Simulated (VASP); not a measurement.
**Sb: single point with r2SCAN**

Sb:

```
Sb
1.0
     2.15420    1.24373    3.75800
    -2.15420    1.24373    3.75800
     0.00000   -2.48746    3.75800
Sb
2
Direct
  0.76651 0.76651 0.76651
  0.23349 0.23349 0.23349
```

```yaml
Program: VASP 6.6.1
Task: single point
Functional: r2SCAN
Potentials_or_basis: VASP PAW PBE potentials, release 64 (Sb)
Cutoff: 520 eV
k_mesh: 4 × 4 × 4
Occupations: fermi-dirac, width 0.05 eV
Spin: no spin polarisation
```

```yaml
Pressure: 1.9 GPa
Largest_force: 0.170 eV/Å
Band_gap_on_the_k_mesh: 0.25 eV, indirect (least direct gap 0.31 eV)
```

Forces in eV/Å, atoms in the order of the input:
```
Sb   0.000  0.000  0.170
Sb   0.000  0.000 -0.170
```

Stress tensor (GPa, compression positive):
```
2.17 0.00 0.00
0.00 2.17 0.00
0.00 0.00 1.27
```

Levels at points of the mesh, in eV from the valence-band top:
```tsv
k point	band 2	band 3	band 4	band 5	band 6	band 7	band 8	band 9
(0.00, 0.00, 0.00)	-4.49	-1.98	-1.71	-1.71	2.47	3.11	3.11	5.71
(0.50, 0.00, 0.00)	-9.77	-1.84	-1.71	-0.07	0.25	0.63	0.79	8.43
(0.50, 0.50, 0.00)	-8.01	-5.41	-3.72	-3.63	2.03	5.49	6.16	7.65
(0.50, 0.50, 0.50)	-9.09	-1.17	-1.17	0.00	0.38	0.38	1.57	7.83
```

Run time: 78 s on 1 thread of AMD EPYC 7R43 64-Core Processor (Zen 3) (shared host), peak memory 0.17 GiB.

Caveat: the k points lie up to 0.44 Å⁻¹ apart; the PAW data sets were made with another functional, which shifts forces and pressure a little; spin-orbit coupling is left out, which moves the levels of the heavy elements. A k mesh can miss the band edges.
